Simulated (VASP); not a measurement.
# AlBC (Cmcm) in VASP: further runs, part 2 of 2

VASP 6.6.1.

## Step 3: Single point, r2SCAN

The input, POSCAR:

```
AlBC
1.0
    2.9010230000      0.0000000000      0.0000000000
    1.4505110000     -6.3001830000      0.0000000000
    0.0000000000      0.0000000000     -2.8107740000
C Al B
2 2 2
Direct
    0.9100200000      0.1799600000      0.7500000000
    0.0899800000      0.8200400000      0.2500000000
    0.3005800000      0.3988400000      0.2500000000
    0.6994200000      0.6011600000      0.7500000000
    0.4645000000      0.0710000000      0.2500000000
    0.5355000000      0.9290000000      0.7500000000
```

The input, INCAR.step1:

```
SYSTEM = AlBC
  PREC = Accurate
  ENCUT = 520
  ISMEAR = -1
  SIGMA = 0.064
  LREAL = .FALSE.
  LASPH = .TRUE.
  NELM = 60
  NBANDS = 19
  GGA = PE
  ALGO = Normal
  EDIFF = 1E-4
  LWAVE = .TRUE.
  LCHARG = .FALSE.
```

The input, INCAR.step2:

```
SYSTEM = AlBC
  PREC = Accurate
  ENCUT = 520
  EDIFF = 1E-7
  ISMEAR = -1
  SIGMA = 0.064
  LREAL = .FALSE.
  LASPH = .TRUE.
  NELM = 60
  ALGO = Normal
  ISIF = 2
  LWAVE = .FALSE.
  LCHARG = .TRUE.
  METAGGA = R2SCAN
  LMIXTAU = .TRUE.
  LELF = .TRUE.
  LVHAR = .TRUE.
  NBANDS = 19
  ISTART = 1
```

The input, KPOINTS:

```
Automatic mesh
0
G
  6 6 6
  0 0 0
```

Potentials or basis: VASP PAW PBE potentials, release 64 (C, Al, B).

Launch:

```bash
cat potpaw_PBE.64/C/POTCAR potpaw_PBE.64/Al/POTCAR potpaw_PBE.64/B/POTCAR > POTCAR
cp INCAR.step1 INCAR
mpirun -np 1 vasp_std > vasp.out
cp INCAR.step2 INCAR
mpirun -np 1 vasp_std > vasp.out
```

OUTCAR:

```text
SYSTEM = AlBC
   PREC = Accurate
   ENCUT = 520
   EDIFF = 1E-7
   ISMEAR = -1
   LREAL = .FALSE.
   LASPH = .TRUE.
   NELM = 60
   ISIF = 2
   METAGGA = R2SCAN
   ISTART = 1

 ion  position               nearest neighbor table
   1  0.910  0.180  0.750-   3 2.45   3 2.45   3 2.45   3 2.45   4 2.65
   2  0.090  0.820  0.250-   4 2.45   4 2.45   4 2.45   4 2.45   3 2.65
   3  0.301  0.399  0.250-   5 2.07   4 2.39   4 2.39   4 2.39   4 2.39   1 2.45   1 2.45   1 2.45
                             1 2.45   2 2.65
   4  0.699  0.601  0.750-   6 2.07   3 2.39   3 2.39   3 2.39   3 2.39   2 2.45   2 2.45   2 2.45
                             2 2.45   1 2.65
   5  0.465  0.071  0.250-   6 1.67   6 1.67   3 2.07
   6  0.535  0.929  0.750-   5 1.67   5 1.67   4 2.07

  LATTYP: Found a base centered orthorhombic cell.
 ALAT       =     2.9010230000
 B/A-ratio  =     4.3434216137
 C/A-ratio  =     0.9688906293

  Lattice vectors:

 A1 = (   1.4505120000,   6.3001830000,   0.0000000000)
 A2 = (   1.4505110000,  -6.3001830000,   0.0000000000)
 A3 = (   0.0000000000,   0.0000000000,  -2.8107740000)

Analysis of symmetry for initial positions (statically):
[... 189 lines left out ...]

 k-point     1 :       0.0000    0.0000    0.0000
  band No.  band energies     occupation
      1      -8.2042      2.00000
      2      -4.7743      2.00000
      3      -2.6231      2.00000
      4       5.2057      2.00000
      5       5.2234      2.00000
      6       5.2683      2.00000
[... 505 lines left out ...]
      6       3.0251      2.00000
[... 11 lines left out ...]
     18      17.9527      0.00000
     19      18.8537      0.00000

 [... further k-points ...]

------------------------ aborting loop because EDIFF is reached ----------------------------------------

  FORCE on cell =-STRESS in cart. coord.  units (eV):
  Direction    XX          YY          ZZ          XY          YZ          ZX
  --------------------------------------------------------------------------------------
  -------------------------------------------------------------------------------------
  Total       -2.6840549     11.8776742      5.7643754      0.0000009      0.0000000      0.0000000
  in kB      -83.7089155    370.4347548    179.7763552      0.0000294      0.0000000      0.0000000
  external PRESSURE =     155.5007315 kB  Pullay stress =       0.0000000 kB

 VOLUME and BASIS-vectors are now :
 -----------------------------------------------------------------------------
  energy-cutoff  :      520.00
  volume of cell :       51.37
      direct lattice vectors                 reciprocal lattice vectors
     2.901023000  0.000000000  0.000000000     0.344705988  0.079362747  0.000000000
     1.450511000 -6.300183000  0.000000000     0.000000000 -0.158725548  0.000000000
     0.000000000  0.000000000 -2.810774000     0.000000000  0.000000000 -0.355773890

 POSITION                                       TOTAL-FORCE (eV/Angst)
 -----------------------------------------------------------------------------------
      2.90102     -1.13378     -2.10808        -0.000000     -0.458689     -0.000000
      1.45051     -5.16640     -0.70269         0.000000      0.458689     -0.000000
      1.45051     -2.51276     -0.70269         0.000000      2.551897      0.000000
      2.90102     -3.78742     -2.10808        -0.000000     -2.551897     -0.000000
      1.45051     -0.44731     -0.70269         0.000000      0.367921     -0.000000
      2.90102     -5.85287     -2.10808        -0.000000     -0.367921     -0.000000
 -----------------------------------------------------------------------------------
    total drift:                                0.000000      0.000000      0.000000

  FREE ENERGIE OF THE ION-ELECTRON SYSTEM (eV)
  ---------------------------------------------------
  free  energy   TOTEN  =       -36.8998271937 eV

  energy  without entropy=      -36.8717611444  energy(sigma->0) =      -36.88579417
```

It took 2.1 min on 1 thread of Intel Xeon Platinum 8259CL at 2.50GHz (Skylake/Cascade Lake), shared host; peak memory 0.19 GiB.

Results:

```
Free energy            : -36.8998 eV
Pressure               : 15.6 GPa
Largest force          : 2.552 eV/Å
Band gap on the k mesh : zero (bands 10 and 11 overlap by 3.60 eV)
```

Forces on the atoms (eV/Å):
```
C    0.000 -0.459  0.000
C    0.000  0.459  0.000
Al   0.000  2.552  0.000
Al   0.000 -2.552  0.000
B    0.000  0.368  0.000
B    0.000 -0.368  0.000
```

Stress tensor (GPa, compression positive):
```
-8.37  0.00  0.00
 0.00 37.04  0.00
 0.00  0.00 17.98
```

Levels at points of the mesh, in eV from the Fermi level:
```
           k point  band 6  band 7  band 8  band 9  band 10  band 11  band 12  band 13  band 14  band 15
(0.00, 0.00, 0.00)   -4.35   -3.31   -1.12   -0.18     0.07     0.36     3.18     3.54     4.02     5.66
(0.50, 0.00, 0.00)   -6.48   -2.64   -2.38   -1.61     0.12     1.29     1.31     5.11     5.40     5.79
(0.00, 0.50, 0.00)   -4.33   -0.89   -0.37   -0.31     0.48     0.89     1.94     4.11     4.17     4.33
(0.00, 0.00, 0.50)   -7.93   -1.49   -1.49   -0.70    -0.70     1.77     1.77     4.22     4.22     5.32
(0.50, 0.00, 0.50)   -6.86   -5.00   -5.00   -3.29    -3.29    -2.29    -2.29     1.63     1.63     2.96
(0.00, 0.50, 0.50)   -5.87   -3.77   -3.77   -0.72    -0.72     2.49     2.49     4.41     4.41     5.19
```

Caveat: the k points lie up to 0.37 Å⁻¹ apart, too coarse for converged energies and pressures of a metal; the PAW data sets were made with another functional, which shifts forces and pressure a little.

## Step 4: Single point, r2SCAN

POSCAR is that of step 3.

The input, INCAR.step1:

```
PREC = Accurate ; ENCUT = 520
ISMEAR = -1 ; SIGMA = 0.064
LREAL = F ; LASPH = T
NELM = 60 ; ISYM = 0
NBANDS = 19 ; GGA = PE
ALGO = Normal ; EDIFF = 1E-4
LWAVE = T ; LCHARG = F
```

The input, INCAR.step2:

```
PREC = Accurate ; ENCUT = 520
EDIFF = 1E-6 ; ISMEAR = -1
SIGMA = 0.064 ; LREAL = F
LASPH = T ; NELM = 60
ALGO = Normal ; ISIF = 2
LWAVE = F ; LCHARG = T
METAGGA = R2SCAN ; LMIXTAU = T
LELF = T ; LVHAR = T
ISYM = 0 ; NBANDS = 19
ISTART = 1
```

The input, KPOINTS:

```
Automatic mesh
0
Gamma
  6 6 6
```

Launch:

```bash
cat potpaw_PBE.64/C/POTCAR potpaw_PBE.64/Al/POTCAR potpaw_PBE.64/B/POTCAR > POTCAR
cp INCAR.step1 INCAR
mpirun -np 1 vasp_std > vasp.out
cp INCAR.step2 INCAR
mpirun -np 1 vasp_std > vasp.out
```

Wall time 4.2 min (1 thread of Intel Xeon Platinum 8259CL at 2.50GHz (Skylake/Cascade Lake), shared host); peak memory 0.23 GiB.

The run converged. Its results:

| Property | Result |
| --- | --- |
| Free energy | -36.8998 eV |
| Pressure | 15.5 GPa |
| Largest force | 2.552 eV/Å |
| Band gap on the k mesh | zero (bands 10 and 11 overlap by 3.60 eV) |

Forces on the atoms (eV/Å):
```
C    0.000 -0.459  0.000
C    0.000  0.459  0.000
Al   0.000  2.552  0.000
Al   0.000 -2.552  0.000
B    0.000  0.368  0.000
B    0.000 -0.368  0.000
```

Stress tensor (GPa, compression positive):
```
-8.37  0.00  0.00
 0.00 37.04  0.00
 0.00  0.00 17.98
```

Levels at points of the mesh, in eV from the Fermi level:
```csv
k point,band 7,band 8,band 9,band 10,band 11,band 12,band 13,band 14
"(0.00, 0.00, 0.00)",-3.31,-1.12,-0.18,0.07,0.36,3.18,3.54,4.02
"(0.50, 0.00, 0.00)",-2.64,-2.38,-1.61,0.12,1.29,1.31,5.11,5.40
"(0.50, 0.50, 0.00)",-2.64,-2.38,-1.61,0.12,1.29,1.31,5.11,5.40
"(0.00, 0.50, 0.00)",-0.89,-0.37,-0.31,0.48,0.89,1.94,4.11,4.17
"(0.00, 0.00, 0.50)",-1.49,-1.49,-0.70,-0.70,1.77,1.77,4.22,4.22
"(0.50, 0.00, 0.50)",-5.00,-5.00,-3.29,-3.29,-2.29,-2.29,1.63,1.63
"(0.50, 0.50, 0.50)",-5.00,-5.00,-3.29,-3.29,-2.29,-2.29,1.63,1.63
"(0.00, 0.50, 0.50)",-3.77,-3.77,-0.72,-0.72,2.49,2.49,4.41,4.41
```

Caveat: the k points lie up to 0.37 Å⁻¹ apart, too coarse for converged energies and pressures of a metal; the PAW data sets were made with another functional, which shifts forces and pressure a little.
